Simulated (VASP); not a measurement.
NaCl:

```
CELL_PARAMETERS angstrom
0.00000 2.84709 2.84709
2.84709 0.00000 2.84709
2.84709 2.84709 0.00000
ATOMIC_POSITIONS crystal
Na 0.00000 0.00000 0.00000
Cl 0.50000 0.50000 0.50000
```

| Quantity | Value |
| --- | --- |
| Program | VASP 6.6.1 |
| Task | relaxation of cell and atoms |
| Functional | PBEsol |
| Potentials or basis | VASP PAW PBE potentials, release 64 (Na_pv, Cl) |
| Cutoff | 600 eV |
| k mesh | 8 × 8 × 8 |
| Occupations | gaussian, width 0.02 eV |
| Spin | no spin polarisation |

At the start: pressure -1.1 GPa; volume 23.08 Å³/atom.

Where does the relaxation end?

Over 4 steps the energy falls by 3.8 meV/atom and the volume is 22.02 Å³/atom (-4.6 %); space group Fm-3m (No. 225, to 0.1 Å) before and after.

The path:
```tsv
step	energy change (eV)	largest force (eV/Å)	pressure (GPa)	volume (Å³)
1	0.0000	0.0000	-1.09	46.16
2	-0.0056	0.0000	-0.58	45.11
3	-0.0075	0.0000	-0.14	44.29
4	-0.0077	0.0000	0.03	44.04
```

Final structure:
```
Na Cl
1.0
     0.00000    2.80293    2.80293
     2.80293    0.00000    2.80293
     2.80293    2.80293    0.00000
Na Cl
1 1
Direct
  0.00000 0.00000 0.00000
  0.50000 0.50000 0.50000
```

Caveat: the PAW data sets were made with another functional, which shifts forces and pressure a little.
